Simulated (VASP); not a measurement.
# H4C2O (P2_1/c) in VASP: notebook

Runs on H4C2O. Level: PBE+D3(BJ). Tasks: single point.

Program: VASP 6.6.1. These are calculated values, not measurements. Logs are shortened: lines on timing, memory, paths and dates and some standing lists are left out, and cuts for length are marked.

## Step 1: The cell of the first run

It takes space group P2_1/c (No. 14, monoclinic). Conventional cell: a = 4.629 Å, b = 8.292 Å, c = 7.297 Å, α = 90.00°, β = 118.09°, γ = 90.00°. Within 1.5 Å of H (site symmetry 1) lie 1 C at 1.09 Å. H (site symmetry 1) has 1 C at 1.09 Å within 1.5 Å. H (site symmetry 1) has 1 C at 1.09 Å within 1.5 Å. Within 1.5 Å of H (site symmetry 1) lie 1 C at 1.09 Å. C (site symmetry 1) has 2 H at 1.09 Å and 1 O at 1.44 Å and 1 C at 1.46 Å within 1.5 Å. C (site symmetry 1) has 2 H at 1.09 Å and 1 O at 1.44 Å and 1 C at 1.46 Å within 1.5 Å. O (site symmetry 1) has 2 C at 1.44 Å within 1.9 Å.

## Step 2: Single point, PBE+D3(BJ) (8.82 Å³/atom)

File INCAR:

```
SYSTEM = H4C2O
  PREC = Accurate
  ENCUT = 520
  EDIFF = 1E-6
  ISMEAR = 0
  SIGMA = 0.02
  LREAL = Auto
  LASPH = .True.
  NELM = 60
  ALGO = Normal
  ISIF = 2
  LWAVE = .False.
  LCHARG = .False.
  GGA = PE
  IVDW = 12
  NBANDS = 56
```

File KPOINTS:

```
Automatic mesh
0
Gamma
  6 4 4
  0 0 0
```

File POSCAR:

```
H4C2O
1.0
    4.6293120973      0.0000000000      0.0145329520
    0.0000000000      8.2923487003      0.0000000000
   -3.4561739083      0.0000000000      6.4260684125
H C O
16 8 4
Direct
    0.8383361151      0.6091470190      0.5578827993
    0.1616638849      0.1091470190      0.9421172007
    0.1616638849      0.3908529810      0.4421172007
    0.8383361151      0.8908529810      0.0578827993
    0.9273707496      0.4344966786      0.7351430598
    0.0726292504      0.9344966786      0.7648569402
    0.0726292504      0.5655033214      0.2648569402
    0.9273707496      0.0655033214      0.2351430598
    0.5730132069      0.5559205050      0.8773969185
    0.4269867931      0.0559205050      0.6226030815
    0.4269867931      0.4440794950      0.1226030815
    0.5730132069      0.9440794950      0.3773969185
    0.4761952615      0.7292263080      0.6971027931
    0.5238047385      0.2292263080      0.8028972069
    0.5238047385      0.2707736920      0.3028972069
    0.4761952615      0.7707736920      0.1971027931
    0.8495541790      0.5600700884      0.6998942246
    0.1504458210      0.0600700884      0.8001057754
    0.1504458210      0.4399299116      0.3001057754
    0.8495541790      0.9399299116      0.1998942246
    0.6421648174      0.6304200232      0.7809173071
    0.3578351826      0.1304200232      0.7190826929
    0.3578351826      0.3695799768      0.2190826929
    0.6421648174      0.8695799768      0.2809173071
    0.9865689132      0.6688960429      0.8750212637
    0.0134310868      0.1688960429      0.6249787363
    0.0134310868      0.3311039571      0.1249787363
    0.9865689132      0.8311039571      0.3750212637
```

Potentials or basis: VASP PAW PBE potentials, release 64 (H, C, O).

Started as:

```bash
> cat potpaw_PBE.64/H/POTCAR potpaw_PBE.64/C/POTCAR potpaw_PBE.64/O/POTCAR > POTCAR
> mpirun -np 1 vasp_std > vasp.out
```

OUTCAR:

```text
SYSTEM = H4C2O
   PREC = Accurate
   ENCUT = 520
   EDIFF = 1E-6
   ISMEAR = 0
   LREAL = Auto
   LASPH = .True.
   NELM = 60
   ISIF = 2
   GGA = PE
   IVDW = 12
 IVDW          = 12

 ion  position               nearest neighbor table
   1  0.838  0.609  0.558-  17 1.09
   2  0.162  0.109  0.942-  18 1.09
   3  0.162  0.391  0.442-  19 1.09
   4  0.838  0.891  0.058-  20 1.09
   5  0.927  0.434  0.735-  17 1.09
   6  0.073  0.934  0.765-  18 1.09
[... 8 lines left out ...]
  15  0.524  0.271  0.303-  23 1.09
  16  0.476  0.771  0.197-  24 1.09
  17  0.850  0.560  0.700-   1 1.09   5 1.09  25 1.44  21 1.46
  18  0.150  0.060  0.800-   2 1.09   6 1.09  26 1.44  22 1.46
  19  0.150  0.440  0.300-   3 1.09   7 1.09  27 1.44  23 1.46
  20  0.850  0.940  0.200-   4 1.09   8 1.09  28 1.44  24 1.46
  21  0.642  0.630  0.781-   9 1.09  13 1.09  25 1.44  17 1.46
  22  0.358  0.130  0.719-  10 1.09  14 1.09  26 1.44  18 1.46
  23  0.358  0.370  0.219-  11 1.09  15 1.09  27 1.44  19 1.46
  24  0.642  0.870  0.281-  12 1.09  16 1.09  28 1.44  20 1.46
  25  0.987  0.669  0.875-  21 1.44  17 1.44
  26  0.013  0.169  0.625-  22 1.44  18 1.44
  27  0.013  0.331  0.125-  23 1.44  19 1.44
  28  0.987  0.831  0.375-  24 1.44  20 1.44

  LATTYP: Found a simple monoclinic cell.
 ALAT       =     4.6293349091
 B/A-ratio  =     1.7912613503
 C/A-ratio  =     1.4141494805
 COS(beta)  =    -0.1822864824

  Lattice vectors:

 A1 = (   4.6293120973,   0.0000000000,   0.0145329520)
 A2 = (   0.0000000000,  -8.2923487003,   0.0000000000)
 A3 = (  -1.1731381890,   0.0000000000,  -6.4406013645)

Analysis of symmetry for initial positions (statically):
=====================================================================
 Subroutine PRICEL returns:
 Original cell was already a primitive cell.

 Routine SETGRP: Setting up the symmetry group for a
 simple monoclinic supercell.

 Subroutine GETGRP returns: Found  4 space group operations
 (whereof  2 operations were pure point group operations)
 out of a pool of  4 trial point group operations.

The static configuration has the point symmetry S_2 .
 The point group associated with its full space group is C_2h.

Analysis of symmetry for dynamics (positions and initial velocities):
=====================================================================
 Subroutine PRICEL returns:
 Original cell was already a primitive cell.

 Routine SETGRP: Setting up the symmetry group for a
 simple monoclinic supercell.

 Subroutine GETGRP returns: Found  4 space group operations
 (whereof  2 operations were pure point group operations)
 out of a pool of  4 trial point group operations.

The dynamic configuration has the point symmetry S_2 .
 The point group associated with its full space group is C_2h.

 Subroutine INISYM returns: Found  4 space group operations
 (whereof  2 operations are pure point group operations),
 and found     1 'primitive' translations

----------------------------------------------------------------------------------------

                                     Primitive cell

  volume of cell :     247.0996

  direct lattice vectors                    reciprocal lattice vectors
     4.629312097  0.000000000  0.014532952     0.215650701  0.000000000  0.115984810
     0.000000000  8.292348700  0.000000000     0.000000000  0.120593096  0.000000000
    -3.456173908  0.000000000  6.426068413    -0.000487707  0.000000000  0.155353839

  length of vectors
     4.629334909  8.292348700  7.296539819     0.244862617  0.120593096  0.155354605

  position of ions in fractional coordinates (direct lattice)
     0.838336115  0.609147019  0.557882799
     0.161663885  0.109147019  0.942117201
     0.161663885  0.390852981  0.442117201
     0.838336115  0.890852981  0.057882799
     0.927370750  0.434496679  0.735143060
     0.072629250  0.934496679  0.764856940
[... 20 lines left out ...]
     0.013431087  0.331103957  0.124978736
     0.986568913  0.831103957  0.375021264

  ion indices of the primitive-cell ions
   primitive index   ion index
                 1           1
                 2           2
                 3           3
                 4           4
                 5           5
                 6           6
[... 20 lines left out ...]
                27          27
                28          28

----------------------------------------------------------------------------------------

 KPOINTS: Automatic mesh

Automatic generation of k-mesh.
 Grid dimensions read from file:
 generate k-points for:    6    4    4

 Generating k-lattice:

  Cartesian coordinates                     Fractional coordinates (reciprocal lattice)
     0.035941783  0.000000000  0.019330802     0.166666667  0.000000000 -0.000000000
     0.000000000  0.030148274  0.000000000     0.000000000  0.250000000  0.000000000
    -0.000121927  0.000000000  0.038838460     0.000000000  0.000000000  0.250000000

  Length of vectors
     0.040810436  0.030148274  0.038838651

  Shift w.r.t. Gamma in fractional coordinates (k-lattice)
     0.000000000  0.000000000  0.000000000

 Subroutine IBZKPT returns following result:
 ===========================================

 Found     42 irreducible k-points:

 Following reciprocal coordinates:
            Coordinates               Weight
  0.000000  0.000000  0.000000      1.000000
  0.166667  0.000000  0.000000      2.000000
  0.333333  0.000000  0.000000      2.000000
  0.500000  0.000000  0.000000      1.000000
  0.000000  0.250000  0.000000      2.000000
  0.166667  0.250000  0.000000      4.000000
[... 16 lines left out ...]
 -0.333333  0.250000  0.250000      4.000000
 -0.166667  0.250000  0.250000      4.000000
 [... further k-points ...]
   k-points           NKPTS =     42   k-points in BZ     NKDIM =     42   number of bands    NBANDS=     56
   number of dos      NEDOS =    301   number of ions     NIONS =     28
   total plane-waves  NPLWV = 124416
   dimension x,y,z NGX =    36 NGY =   64 NGZ =   54
   dimension x,y,z NGXF=    72 NGYF=  128 NGZF=  108
   ions per type =              16   8   4
   NGX,Y,Z   is equivalent  to a cutoff of  12.93, 12.83, 12.30 a.u.
   NGXF,Y,Z  is equivalent  to a cutoff of  25.86, 25.66, 24.61 a.u.
 SYSTEM =  H4C2O
   PREC   = accura    normal or accurate (medium, high low for compatibility)
   ISTART =      0    job   : 0-new  1-cont  2-samecut
   ICHARG =      2    charge: 1-file 2-atom 10-const
   ISPIN  =      1    spin polarized calculation?
   LNONCOLLINEAR =      F non collinear calculations
   LSORBIT =      F    spin-orbit coupling
   LASPH  =      T    aspherical Exc in radial PAW
   ENCUT  =  520.0 eV  38.22 Ry    6.18 a.u.   8.61 15.42 13.57*2*pi/ulx,y,z
   NELM   =     60;   NELMIN=  2; NELMDL= -5     # of ELM steps
   EDIFF  = 0.1E-05   stopping-criterion for ELM
   LREAL  =      T    real-space projection
   EDIFFG = 0.1E-04   stopping-criterion for IOM
   NSW    =      0    number of steps for IOM
   IBRION =     -1    ionic relax: 0-MD 1-quasi-New 2-CG
   NFREE  =      0    steps in history (QN), initial steepest desc. (CG)
   ISIF   =      2    stress and relaxation
   ISYM   =      2    0-nonsym 1-usesym 2-fastsym
   POTIM  = 0.5000    time-step for ionic-motion
   TEBEG  =    0.0;   TEEND  =   0.0 temperature during run
   PSTRESS=    0.0 pullay stress
   NELECT =      72.0000    total number of electrons
   NUPDOWN=      -1.0000    fix difference up-down
   EMIN   =  10.00;   EMAX   =-10.00  energy-range for DOS
   EFERMI =   0.00;   METHOD = LEGACY
   ISMEAR =     0;   SIGMA  =   0.02  broadening in eV -4-tet -1-fermi 0-gaus
   EFERMI_NEDOS =   21; number of points for ismear=-14 and -15
   IALGO  =     38    algorithm
   IMIX   =      4    mixing-type and parameters
     AMIX     =   0.40;   BMIX     =  1.00
     AMIX_MAG =   1.60;   BMIX_MAG =  1.00
  volume/ion in A,a.u.               =       8.82        59.55
  Fermi-wavevector in a.u.,A,eV,Ry     =   1.085330  2.050976 16.026852  1.177940
  Thomas-Fermi vector in A             =   2.221441
   LORBIT       =      0    0 simple, 1 ext, 2 COOP (PROOUT), +10 PAW based schemes
   GGA     = PE    functional components
   LHFCALC =     F    Hartree Fock is set to
   AEXX    =    0.0000 exact exchange contribution
   IVDW    =    12    specifies the selected vdW correction
   LEPSILON=     F    determine dielectric tensor
   LRPA    =     F    only Hartree local field effects (RPA)
 non-spin polarized calculation
 Gauss-broadening in eV      SIGMA  =   0.02
  energy-cutoff  :      520.00
  volume of cell :      247.10
 maximum number of plane-waves:      6693
 NGX is ok and might be reduce to    36
   NGX = 17   NGY = 31   NGZ = 27

 number of electron      71.9999993 magnetization

 Free energy of the ion-electron system (eV)
  ---------------------------------------------------
  ext. energy  EPLUGINS =         0.00000000
  ---------------------------------------------------
  free energy    TOTEN  =      -152.74928588 eV

  energy without entropy =     -152.74928588  energy(sigma->0) =     -152.74928588

 E-fermi :  -1.4877     XC(G=0):  -7.8723

 val. band max:       -1.5868572679   @ k =   0.3333   0.0000   0.5000
 cond. band min:       3.8785015828   @ k =   0.5000   0.0000   0.0000
 fundamental gap:      5.4653588508
 Fermi energy:        -1.4877270833

 k-point     1 :       0.0000    0.0000    0.0000
  band No.  band energies     occupation
      1     -22.5473      2.00000
      2     -22.4935      2.00000
      3     -22.4631      2.00000
      4     -22.4427      2.00000
      5     -12.4816      2.00000
      6     -12.2381      2.00000
[... 40 lines left out ...]
     47       7.1094      0.00000
     48       7.7062      0.00000

 k-point     2 :       0.1667    0.0000    0.0000
  band No.  band energies     occupation
      1     -22.5398      2.00000
      2     -22.4922      2.00000
      3     -22.4591      2.00000
      4     -22.4429      2.00000
      5     -12.4407      2.00000
      6     -12.3544      2.00000
[... 1114 lines left out ...]
 k-point    24 :      -0.1667    0.2500    0.2500
  band No.  band energies     occupation
      1     -22.5326      2.00000
      2     -22.5040      2.00000
      3     -22.4541      2.00000
      4     -22.4435      2.00000
      5     -12.4524      2.00000
      6     -12.3027      2.00000
[... 40 lines left out ...]
     47       7.1011      0.00000
     48       7.2399      0.00000

 [... further k-points ...]

 [bands above 48 left out]

------------------------ aborting loop because EDIFF is reached ----------------------------------------

 Edisp (eV)   -1.44053

 E8    (eV) :    -0.3302

  FORCE on cell =-STRESS in cart. coord.  units (eV):
  Direction    XX          YY          ZZ          XY          YZ          ZX
  --------------------------------------------------------------------------------------
  -------------------------------------------------------------------------------------
  Total       1.08815     0.68502     0.92776     0.00000     0.00000     0.31102
  in kB       7.05551     4.44160     6.01552     0.00000     0.00000     2.01662
  external pressure =        5.84 kB  Pullay stress =        0.00 kB

 VOLUME and BASIS-vectors are now :
 -----------------------------------------------------------------------------
  energy-cutoff  :      520.00
  volume of cell :      247.10
      direct lattice vectors                 reciprocal lattice vectors
     4.629312097  0.000000000  0.014532952     0.215650701  0.000000000  0.115984810
     0.000000000  8.292348700  0.000000000     0.000000000  0.120593096  0.000000000
    -3.456173908  0.000000000  6.426068413    -0.000487707  0.000000000  0.155353839

 POSITION                                       TOTAL-FORCE (eV/Angst)
 -----------------------------------------------------------------------------------
      1.95278      5.05126      3.59718         0.005595      0.005371     -0.011957
     -2.50773      0.90509      6.05646        -0.005595      0.005371      0.011957
     -0.77964      3.24109      2.84342        -0.005595     -0.005371      0.011957
      3.68087      7.38726      0.38414         0.005595     -0.005371     -0.011957
      1.75231      3.60300      4.73756         0.002711     -0.013483     -0.000036
     -2.30726      7.74917      4.91608        -0.002711     -0.013483      0.000036
[... 20 lines left out ...]
     -0.36977      2.74563      0.80332        -0.182884     -0.177648     -0.246514
      3.27100      6.89180      2.42425         0.182884     -0.177648      0.246514
 -----------------------------------------------------------------------------------
    total drift:                                0.000000     -0.000000      0.000000

  FREE ENERGIE OF THE ION-ELECTRON SYSTEM (eV)
  ---------------------------------------------------
  free  energy   TOTEN  =      -154.1898111914 eV

  energy  without entropy=     -154.1898111914  energy(sigma->0) =     -154.18981119
```

It took 7.6 min on 1 thread of Intel Xeon 6975P-C (Granite Rapids), shared host; peak memory 0.55 GiB.

What came out:

- Free energy: -154.1898 eV
- Pressure: 0.6 GPa
- Largest force: 0.355 eV/Å
- Band gap on the k mesh: 5.47 eV (least direct gap 5.57 eV)
- Dispersion energy per atom: -0.051 eV

Forces on the atoms (eV/Å):
```
H    0.006  0.005 -0.012
H   -0.006  0.005  0.012
H   -0.006 -0.005  0.012
H    0.006 -0.005 -0.012
H    0.003 -0.013  0.000
H   -0.003 -0.013  0.000
H   -0.003  0.013  0.000
H    0.003  0.013  0.000
H   -0.009 -0.008  0.007
H    0.009 -0.008 -0.007
H    0.009  0.008 -0.007
H   -0.009  0.008  0.007
H   -0.008  0.008 -0.008
H    0.008  0.008  0.008
H    0.008 -0.008  0.008
H   -0.008 -0.008 -0.008
C    0.051 -0.147 -0.175
C   -0.051 -0.147  0.175
C   -0.051  0.147  0.175
C    0.051  0.147 -0.175
C   -0.226 -0.016 -0.061
C    0.226 -0.016  0.061
C    0.226  0.016  0.061
C   -0.226  0.016 -0.061
O    0.183  0.178  0.247
O   -0.183  0.178 -0.247
O   -0.183 -0.178 -0.247
O    0.183 -0.178  0.247
```

A k mesh can miss the band edges.

## Step 3: Single point, PBE+D3(BJ)

This run uses another cell than the first one, of 9.15 Å³/atom.

File INCAR:

```
SYSTEM = H4C2O
PREC = Accurate
ENCUT = 520
EDIFF = 1E-7
ISMEAR = 0
SIGMA = 0.02
LREAL = Auto
LASPH = .True.
NELM = 60
ALGO = Normal
ISIF = 2
LWAVE = .False.
LCHARG = .False.
GGA = PE
IVDW = 12
NBANDS = 56
```

File KPOINTS:

```
regular mesh
0
Gamma
  6 4 4
  0 0 0
```

File POSCAR:

```
H4C2O
1.0
    4.6450000000      0.0000000000      0.0000000000
    0.0000000000      8.4070000000      0.0000000000
   -3.4878085440      0.0000000000      6.5627588661
H C O
16 8 4
Direct
    0.8395474713      0.6098593924      0.5615790060
    0.1604525287      0.1098593924      0.9384209940
    0.1604525287      0.3901406076      0.4384209940
    0.8395474713      0.8901406076      0.0615790060
    0.9299878887      0.4376011663      0.7357824291
    0.0700121113      0.9376011663      0.7642175709
    0.0700121113      0.5623988337      0.2642175709
    0.9299878887      0.0623988337      0.2357824291
    0.5786872086      0.5571817936      0.8772904856
    0.4213127914      0.0571817936      0.6227095144
    0.4213127914      0.4428182064      0.1227095144
    0.5786872086      0.9428182064      0.3772904856
    0.4808135566      0.7281087093      0.7000966153
    0.5191864434      0.2281087093      0.7999033847
    0.5191864434      0.2718912907      0.2999033847
    0.4808135566      0.7718912907      0.2000966153
    0.8520202589      0.5614475475      0.7013915717
    0.1479797411      0.0614475475      0.7986084283
    0.1479797411      0.4385524525      0.2986084283
    0.8520202589      0.9385524525      0.2013915717
    0.6464645723      0.6307120308      0.7819956724
    0.3535354277      0.1307120308      0.7180043276
    0.3535354277      0.3692879692      0.2180043276
    0.6464645723      0.8692879692      0.2819956724
    0.9892593490      0.6689012445      0.8730723164
    0.0107406510      0.1689012445      0.6269276836
    0.0107406510      0.3310987555      0.1269276836
    0.9892593490      0.8310987555      0.3730723164
```

Potentials or basis: VASP PAW PBE potentials, release 64 (H, C, O).

Started as:

```bash
> cat potpaw_PBE.64/H/POTCAR potpaw_PBE.64/C/POTCAR potpaw_PBE.64/O/POTCAR > POTCAR
> mpirun -np 1 vasp_std > vasp.out
```

Wall time 7.7 min (1 thread of Intel Xeon 6975P-C (Granite Rapids), shared host); peak memory 0.57 GiB.

It converged, with:

```yaml
Free_energy: -154.1920 eV
Pressure: 0.3 GPa
Largest_force: 0.346 eV/Å
Band_gap_on_the_k_mesh: 5.45 eV (least direct gap 5.54 eV)
Dispersion_energy_per_atom: -0.049 eV
```

Forces on the atoms (eV/Å):
```
H    0.007  0.002 -0.016
H   -0.007  0.002  0.016
H   -0.007 -0.002  0.016
H    0.007 -0.002 -0.016
H    0.003 -0.016 -0.001
H   -0.003 -0.016  0.001
H   -0.003  0.016  0.001
H    0.003  0.016 -0.001
H   -0.014 -0.007  0.008
H    0.014 -0.007 -0.008
H    0.014  0.007 -0.008
H   -0.014  0.007  0.008
H   -0.013  0.010 -0.010
H    0.013  0.010  0.010
H    0.013 -0.010  0.010
H   -0.013 -0.010 -0.010
C    0.056 -0.145 -0.165
C   -0.056 -0.145  0.165
C   -0.056  0.145  0.165
C    0.056  0.145 -0.165
C   -0.228 -0.012 -0.052
C    0.228 -0.012  0.052
C    0.228  0.012  0.052
C   -0.228  0.012 -0.052
O    0.180  0.170  0.241
O   -0.180  0.170 -0.241
O   -0.180 -0.170 -0.241
O    0.180 -0.170  0.241
```

Stress tensor (GPa, compression positive):
```
0.57 0.00 0.16
0.00 0.08 0.00
0.16 0.00 0.28
```

Levels at points of the mesh, in eV from the valence-band top:
| k point | band 34 | band 35 | band 36 | band 37 | band 38 | band 39 |
| --- | --- | --- | --- | --- | --- | --- |
| (0.00, 0.00, 0.00) | -0.29 | -0.23 | -0.04 | 5.84 | 6.01 | 6.21 |
| (0.50, 0.00, 0.00) | -0.36 | -0.10 | -0.10 | 5.45 | 6.48 | 6.64 |
| (0.00, 0.50, 0.00) | -0.42 | -0.15 | -0.15 | 6.00 | 6.00 | 6.31 |
| (0.50, 0.50, 0.00) | -0.45 | -0.18 | -0.18 | 5.87 | 5.87 | 6.80 |
| (0.00, 0.00, 0.50) | -0.43 | -0.12 | -0.12 | 5.69 | 5.69 | 6.47 |
| (0.50, 0.00, 0.50) | -0.64 | -0.02 | -0.02 | 6.06 | 6.06 | 6.44 |
| (0.00, 0.50, 0.50) | -0.34 | -0.25 | -0.25 | 5.89 | 5.89 | 6.30 |
| (0.50, 0.50, 0.50) | -0.44 | -0.18 | -0.18 | 6.23 | 6.23 | 6.35 |

A k mesh can miss the band edges.
